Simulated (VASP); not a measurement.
# Ge8Se in VASP: single point with PBEsol

Aim: the single point of Ge8Se with PBEsol.

Program: VASP 6.6.1. These are calculated values, not measurements. Logs are shortened: lines on timing, memory, paths and dates and some standing lists are left out, and cuts for length are marked.

### Step 1. The cell of the first run

The cell holds a slab with vacuum, 9 atoms: a = 4.013 Å, b = 5.676 Å, c = 25.020 Å, α = 90.00°, β = 90.00°, γ = 90.00°.

### Step 2. Single point, PBEsol

Input file INCAR:

```
SYSTEM = Ge8Se
PREC = Accurate
ENCUT = 520
EDIFF = 1E-6
ISMEAR = 0
SIGMA = 0.1
LREAL = .FALSE.
LASPH = .TRUE.
NELM = 60
ALGO = Normal
ISIF = 2
LWAVE = .FALSE.
LCHARG = .TRUE.
LDIPOL = .TRUE.
IDIPOL = 3
DIPOL = 0.5 0.5 0.483
GGA = PS
LELF = .TRUE.
LVHAR = .TRUE.
LVACPOTAV = .TRUE.
NBANDS = 69
```

Input file KPOINTS:

```
regular mesh
0
G
  7 5 1
  0 0 0
```

Input file POSCAR:

```
Ge8Se
1.0
    4.0133694130      0.0000000000      0.0000000000
    0.0000000000      5.6757614546      0.0000000000
    0.0000000000      0.0000000000     25.0200541195
Ge Se
8 1
Direct
    0.5000000000      0.0000000000      0.3397274826
    0.0000000000      0.2500000000      0.3397274826
    0.0000000000      0.5000000000      0.4199305348
    0.5000000000      0.7500000000      0.4199305348
    0.5000000000     -0.0024118393      0.5016691043
    0.0000000000      0.2521463178      0.5007720532
    0.0000000000      0.4588556807      0.5898036793
    0.5000000000      0.8155908366      0.5946381391
    0.0000000000      0.0776633227      0.6380566105
```

Potentials or basis: VASP PAW PBE potentials, release 64 (Ge_d, Se).

Launch:

```console
$ cat potpaw_PBE.64/Ge_d/POTCAR potpaw_PBE.64/Se/POTCAR > POTCAR
$ mpirun -np 1 vasp_std > vasp.out
```

OUTCAR:

```text
SYSTEM = Ge8Se
   PREC = Accurate
   ENCUT = 520
   EDIFF = 1E-6
   ISMEAR = 0
   LREAL = .FALSE.
   LASPH = .TRUE.
   NELM = 60
   ISIF = 2
   GGA = PS

 ion  position               nearest neighbor table
   1  0.500  0.000  0.340-   2 2.46   2 2.46   4 2.46
   2  0.000  0.250  0.340-   1 2.46   1 2.46   3 2.46
   3  0.000  0.500  0.420-   4 2.46   4 2.46   2 2.46   6 2.46
   4  0.500  0.750  0.420-   3 2.46   3 2.46   1 2.46   5 2.48
   5  0.500  0.998  0.502-   6 2.47   6 2.47   4 2.48   8 2.55
   6  0.000  0.252  0.501-   3 2.46   5 2.47   5 2.47   7 2.52
   7  0.000  0.459  0.590-   9 2.48   6 2.52   8 2.85   8 2.85
   8  0.500  0.816  0.595-   5 2.55   9 2.72   9 2.72   7 2.85   7 2.85
   9  0.000  0.078  0.638-   7 2.48   8 2.72   8 2.72

  LATTYP: Found a simple orthorhombic cell.
 ALAT       =     4.0133694130
 B/A-ratio  =     1.4142135624
 C/A-ratio  =     6.2341767091

  Lattice vectors:

 A1 = (   4.0133694130,   0.0000000000,   0.0000000000)
 A2 = (   0.0000000000,   5.6757614546,   0.0000000000)
 A3 = (   0.0000000000,   0.0000000000,  25.0200541195)

Analysis of symmetry for initial positions (statically):
=====================================================================
 Subroutine PRICEL returns:
 Original cell was already a primitive cell.

 Routine SETGRP: Setting up the symmetry group for a
 simple orthorhombic supercell.

 Subroutine GETGRP returns: Found  2 space group operations
 (whereof  2 operations were pure point group operations)
 out of a pool of  8 trial point group operations.

The static configuration has the point symmetry C_1h.

Analysis of symmetry for dynamics (positions and initial velocities):
=====================================================================
 Subroutine PRICEL returns:
 Original cell was already a primitive cell.

 Routine SETGRP: Setting up the symmetry group for a
 simple orthorhombic supercell.

 Subroutine GETGRP returns: Found  2 space group operations
 (whereof  2 operations were pure point group operations)
 out of a pool of  8 trial point group operations.

The dynamic configuration has the point symmetry C_1h.

 Subroutine INISYM returns: Found  2 space group operations
 (whereof  2 operations are pure point group operations),
 and found     1 'primitive' translations

----------------------------------------------------------------------------------------

                                     Primitive cell

  volume of cell :     569.9300

  direct lattice vectors                    reciprocal lattice vectors
     4.013369413  0.000000000  0.000000000     0.249167195  0.000000000  0.000000000
     0.000000000  5.675761455  0.000000000     0.000000000  0.176187813  0.000000000
     0.000000000  0.000000000 25.020054119     0.000000000  0.000000000  0.039967939

  length of vectors
     4.013369413  5.675761455 25.020054119     0.249167195  0.176187813  0.039967939

  position of ions in fractional coordinates (direct lattice)
     0.500000000  0.000000000  0.339727483
     0.000000000  0.250000000  0.339727483
     0.000000000  0.500000000  0.419930535
     0.500000000  0.750000000  0.419930535
     0.500000000  0.997588161  0.501669104
     0.000000000  0.252146318  0.500772053
     0.000000000  0.458855681  0.589803679
     0.500000000  0.815590837  0.594638139
     0.000000000  0.077663323  0.638056611

  ion indices of the primitive-cell ions
   primitive index   ion index
                 1           1
                 2           2
                 3           3
                 4           4
                 5           5
                 6           6
                 7           7
                 8           8
                 9           9

----------------------------------------------------------------------------------------

 KPOINTS: regular mesh

Automatic generation of k-mesh.
 Grid dimensions read from file:
 generate k-points for:    7    5    1

 Generating k-lattice:

  Cartesian coordinates                     Fractional coordinates (reciprocal lattice)
     0.035595314  0.000000000  0.000000000     0.142857143  0.000000000  0.000000000
     0.000000000  0.035237563  0.000000000     0.000000000  0.200000000  0.000000000
     0.000000000  0.000000000  0.039967939     0.000000000  0.000000000  1.000000000

  Length of vectors
     0.035595314  0.035237563  0.039967939

  Shift w.r.t. Gamma in fractional coordinates (k-lattice)
     0.000000000  0.000000000  0.000000000

 Subroutine IBZKPT returns following result:
 ===========================================

 Found     12 irreducible k-points:

 Following reciprocal coordinates:
            Coordinates               Weight
  0.000000  0.000000  0.000000      1.000000
  0.142857  0.000000  0.000000      2.000000
  0.285714  0.000000  0.000000      2.000000
  0.428571  0.000000  0.000000      2.000000
  0.000000  0.200000  0.000000      2.000000
  0.142857  0.200000  0.000000      4.000000
  0.285714  0.200000  0.000000      4.000000
  0.428571  0.200000  0.000000      4.000000
  0.000000  0.400000  0.000000      2.000000
  0.142857  0.400000  0.000000      4.000000
  0.285714  0.400000  0.000000      4.000000
  0.428571  0.400000  0.000000      4.000000
   k-points           NKPTS =     12   k-points in BZ     NKDIM =     12   number of bands    NBANDS=     69
   number of dos      NEDOS =    301   number of ions     NIONS =      9
   total plane-waves  NPLWV = 241920
   dimension x,y,z NGX =    30 NGY =   42 NGZ =  192
   dimension x,y,z NGXF=    60 NGYF=   84 NGZF=  384
   ions per type =               8   1
   NGX,Y,Z   is equivalent  to a cutoff of  12.43, 12.30, 12.76 a.u.
   NGXF,Y,Z  is equivalent  to a cutoff of  24.85, 24.60, 25.51 a.u.
 SYSTEM =  Ge8Se
   PREC   = accura    normal or accurate (medium, high low for compatibility)
   ISTART =      0    job   : 0-new  1-cont  2-samecut
   ICHARG =      2    charge: 1-file 2-atom 10-const
   ISPIN  =      1    spin polarized calculation?
   LNONCOLLINEAR =      F non collinear calculations
   LSORBIT =      F    spin-orbit coupling
   LASPH  =      T    aspherical Exc in radial PAW
   ENCUT  =  520.0 eV  38.22 Ry    6.18 a.u.   7.46 10.55 46.52*2*pi/ulx,y,z
   NELM   =     60;   NELMIN=  2; NELMDL= -5     # of ELM steps
   EDIFF  = 0.1E-05   stopping-criterion for ELM
   LREAL  =      F    real-space projection
   EDIFFG = 0.1E-04   stopping-criterion for IOM
   NSW    =      0    number of steps for IOM
   IBRION =     -1    ionic relax: 0-MD 1-quasi-New 2-CG
   NFREE  =      0    steps in history (QN), initial steepest desc. (CG)
   ISIF   =      2    stress and relaxation
   ISYM   =      2    0-nonsym 1-usesym 2-fastsym
   POTIM  = 0.5000    time-step for ionic-motion
   TEBEG  =    0.0;   TEEND  =   0.0 temperature during run
   PSTRESS=    0.0 pullay stress
   NELECT =     118.0000    total number of electrons
   NUPDOWN=      -1.0000    fix difference up-down
   EMIN   =  10.00;   EMAX   =-10.00  energy-range for DOS
   EFERMI =   0.00;   METHOD = LEGACY
   ISMEAR =     0;   SIGMA  =   0.10  broadening in eV -4-tet -1-fermi 0-gaus
   EFERMI_NEDOS =   21; number of points for ismear=-14 and -15
   IALGO  =     38    algorithm
   IMIX   =      4    mixing-type and parameters
     AMIX     =   0.40;   BMIX     =  1.00
     AMIX_MAG =   1.60;   BMIX_MAG =  1.00
  volume/ion in A,a.u.               =      63.33       427.34
  Fermi-wavevector in a.u.,A,eV,Ry     =   0.968490  1.830180 12.761887  0.937972
  Thomas-Fermi vector in A             =   2.098463
   LORBIT       =      0    0 simple, 1 ext, 2 COOP (PROOUT), +10 PAW based schemes
   GGA     = PS    functional components
   LHFCALC =     F    Hartree Fock is set to
   AEXX    =    0.0000 exact exchange contribution
   IVDW    =     0    specifies the selected vdW correction
   LEPSILON=     F    determine dielectric tensor
   LRPA    =     F    only Hartree local field effects (RPA)
 non-spin polarized calculation
 Gauss-broadening in eV      SIGMA  =   0.10
  energy-cutoff  :      520.00
  volume of cell :      569.93
 maximum number of plane-waves:     15403
 NGX is ok and might be reduce to    30
   NGX = 15   NGY = 21   NGZ = 93

 dipolmoment           0.000000      0.000000     -0.002404 electrons x Angstroem

 number of electron     117.9999849 magnetization

 dipolmoment           0.000000      0.000000      0.015739 electrons x Angstroem

 Free energy of the ion-electron system (eV)
  ---------------------------------------------------
  ext. energy  EPLUGINS =         0.00000000
  ---------------------------------------------------
  free energy    TOTEN  =       -40.67008209 eV

  energy without entropy =      -40.62841787  energy(sigma->0) =      -40.64924998

 E-fermi :  -1.5103     XC(G=0):  -4.2771

 val. band max:       -1.5166481285   @ k =   0.1429   0.0000   0.0000
 cond. band min:      -1.4959433418   @ k =   0.0000   0.0000   0.0000
 fundamental gap:      0.0207047866
 Fermi energy:        -1.5102741515

 k-point     1 :       0.0000    0.0000    0.0000
  band No.  band energies     occupation
      1     -26.2304      2.00000
      2     -26.2146      2.00000
      3     -26.1776      2.00000
      4     -26.1712      2.00000
      5     -26.1590      2.00000
      6     -26.1098      2.00000
[... 61 lines left out ...]
     68       2.2481      0.00000
     69       2.3878      0.00000

 k-point     2 :       0.1429    0.0000    0.0000
  band No.  band energies     occupation
      1     -26.2292      2.00000
      2     -26.2131      2.00000
      3     -26.1780      2.00000
      4     -26.1707      2.00000
      5     -26.1584      2.00000
      6     -26.1100      2.00000
[... 61 lines left out ...]
     68       2.2082      0.00000
     69       2.5006      0.00000

 k-point     3 :       0.2857    0.0000    0.0000
  band No.  band energies     occupation
      1     -26.2261      2.00000
      2     -26.2099      2.00000
      3     -26.1790      2.00000
      4     -26.1698      2.00000
      5     -26.1569      2.00000
      6     -26.1106      2.00000
[... 637 lines left out ...]
     68       2.8132      0.00000
     69       3.0190      0.00000

 k-point    12 :       0.4286    0.4000    0.0000
  band No.  band energies     occupation
      1     -26.2237      2.00000
      2     -26.2076      2.00000
      3     -26.1806      2.00000
      4     -26.1693      2.00000
      5     -26.1559      2.00000
      6     -26.1115      2.00000
[... 61 lines left out ...]
     68       2.6882      0.00000
     69       3.0139      0.00000

------------------------ aborting loop because EDIFF is reached ----------------------------------------

  FORCE on cell =-STRESS in cart. coord.  units (eV):
  Direction    XX          YY          ZZ          XY          YZ          ZX
  --------------------------------------------------------------------------------------
  -------------------------------------------------------------------------------------
  Total       -3.9271396     -4.7797444      0.0774914      0.0000000     -0.0054280      0.0000000
  in kB      -11.0399069    -13.4367347      0.2178426      0.0000000     -0.0152592      0.0000000
  external PRESSURE =      -8.0862663 kB  Pullay stress =       0.0000000 kB

 VOLUME and BASIS-vectors are now :
 -----------------------------------------------------------------------------
  energy-cutoff  :      520.00
  volume of cell :      569.93
      direct lattice vectors                 reciprocal lattice vectors
     4.013369413  0.000000000  0.000000000     0.249167195  0.000000000  0.000000000
     0.000000000  5.675761455  0.000000000     0.000000000  0.176187813  0.000000000
     0.000000000  0.000000000 25.020054119     0.000000000  0.000000000  0.039967939

 POSITION                                       TOTAL-FORCE (eV/Angst)
 -----------------------------------------------------------------------------------
      2.00668      0.00000      8.50000         0.000000      0.260011     -0.112589
      0.00000      1.41894      8.50000         0.000000     -0.280288      0.042503
      0.00000      2.83788     10.50668         0.000000     -0.129558     -0.064140
      2.00668      4.25682     10.50668         0.000000      0.156658      0.131497
      2.00668      5.66207     12.55179         0.000000      0.003829     -0.000330
      0.00000      1.43112     12.52934         0.000000      0.000918      0.006220
      0.00000      2.60436     14.75692         0.000000      0.003403      0.000696
      2.00668      4.62910     14.87788         0.000000     -0.008739     -0.008364
      0.00000      0.44080     15.96421         0.000000     -0.006234      0.004507
 -----------------------------------------------------------------------------------
    total drift:                                0.000000     -0.000664     -0.008028

  FREE ENERGIE OF THE ION-ELECTRON SYSTEM (eV)
  ---------------------------------------------------
  free  energy   TOTEN  =       -40.6700820910 eV

  energy  without entropy=      -40.6284178673  energy(sigma->0) =      -40.64924998

 vacuum level on the upper side and lower side of the slab         3.422         3.297
```

It took 33 min on 1 thread of Intel Xeon 8259CL, shared host; peak memory 0.72 GiB.

Results:

```
Free energy            : -40.6701 eV
Largest force          : 0.283 eV/Å
Band gap on the k mesh : zero (bands 59 and 60 overlap by 0.43 eV)
```

Forces in eV/Å, atoms in the order of the input:
```
Ge   0.000  0.260 -0.113
Ge   0.000 -0.280  0.043
Ge   0.000 -0.130 -0.064
Ge   0.000  0.157  0.131
Ge   0.000  0.004  0.000
Ge   0.000  0.001  0.006
Ge   0.000  0.003  0.001
Ge   0.000 -0.009 -0.008
Se   0.000 -0.006  0.005
```

Levels at points of the mesh, in eV from the Fermi level:
```tsv
k point	band 55	band 56	band 57	band 58	band 59	band 60	band 61	band 62	band 63	band 64
(0.00, 0.00, 0.00)	-1.53	-0.94	-0.75	0.01	0.05	0.89	1.50	1.53	1.74	2.23
```

Caveat: the PAW data sets were made with another functional, which shifts forces and pressure a little.

The gap in the log of VASP goes by the Fermi energy; the results here count the filled bands.